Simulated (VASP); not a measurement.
Set up this calculation in VASP 6.6.1, as the native input.

| Property | Result |
| --- | --- |
| Task | single point |
| Functional | r2SCAN |
| Potentials or basis | VASP PAW PBE potentials, release 64 (Lu, H) |
| Cutoff | 520 eV |
| k mesh | 14 × 14 × 14 |
| Occupations | gaussian, width 0.1 eV |
| Spin | no spin polarisation |
| Dipole correction | no |
| Further INCAR settings | ALGO = Normal; EDIFF = 1e-06; NBANDS = 20 |

Crystal: LuH2.

```
CELL_PARAMETERS angstrom
0.00000 2.49650 2.49650
2.49650 0.00000 2.49650
2.49650 2.49650 0.00000
ATOMIC_POSITIONS crystal
Lu 0.00000 0.00000 0.00000
H 0.25000 0.25000 0.25000
H 0.75000 0.75000 0.75000
```

One way to write it, as run:

POSCAR

```
LuH2
1.0
    0.0000000000      2.4964962426      2.4964962426
    2.4964962426      0.0000000000      2.4964962426
    2.4964962426      2.4964962426      0.0000000000
Lu H
1 2
Direct
    0.0000000000      0.0000000000      0.0000000000
    0.2500000000      0.2500000000      0.2500000000
    0.7500000000      0.7500000000      0.7500000000
```

INCAR.step1

```
SYSTEM = LuH2
  PREC = Accurate
  ENCUT = 520
  ISMEAR = 0
  SIGMA = 0.1
  LREAL = .FALSE.
  LASPH = .TRUE.
  NELM = 100
  NBANDS = 20
  GGA = PE
  ALGO = Normal
  EDIFF = 1E-4
  LWAVE = .TRUE.
  LCHARG = .FALSE.
```

INCAR.step2

```
SYSTEM = LuH2
  PREC = Accurate
  ENCUT = 520
  EDIFF = 1E-6
  ISMEAR = 0
  SIGMA = 0.1
  LREAL = .FALSE.
  LASPH = .TRUE.
  NELM = 100
  ALGO = Normal
  ISIF = 2
  LWAVE = .FALSE.
  LCHARG = .FALSE.
  METAGGA = R2SCAN
  LMIXTAU = .TRUE.
  NBANDS = 20
  ISTART = 1
```

KPOINTS

```
Automatic mesh
0
G
  14 14 14
  0 0 0
```

Potentials or basis: VASP PAW PBE potentials, release 64 (Lu, H).

Command:

```console
$ cat potpaw_PBE.64/Lu/POTCAR potpaw_PBE.64/H/POTCAR > POTCAR
$ cp INCAR.step1 INCAR
$ mpirun -np 1 vasp_std > vasp.out
$ cp INCAR.step2 INCAR
$ mpirun -np 1 vasp_std > vasp.out
```

It gave:

- Pressure: 0.5 GPa
- Band gap on the k mesh: zero (an odd number of electrons rules out a gap without spin polarisation)

Caveat: the PAW data sets were made with another functional, which shifts forces and pressure a little; spin-orbit coupling is left out, which moves the levels of the heavy elements.

Run time: 2.1 min on 1 thread of Intel(R) Xeon(R) 6975P-C (Granite Rapids), on a shared host, peak memory 0.22 GiB.
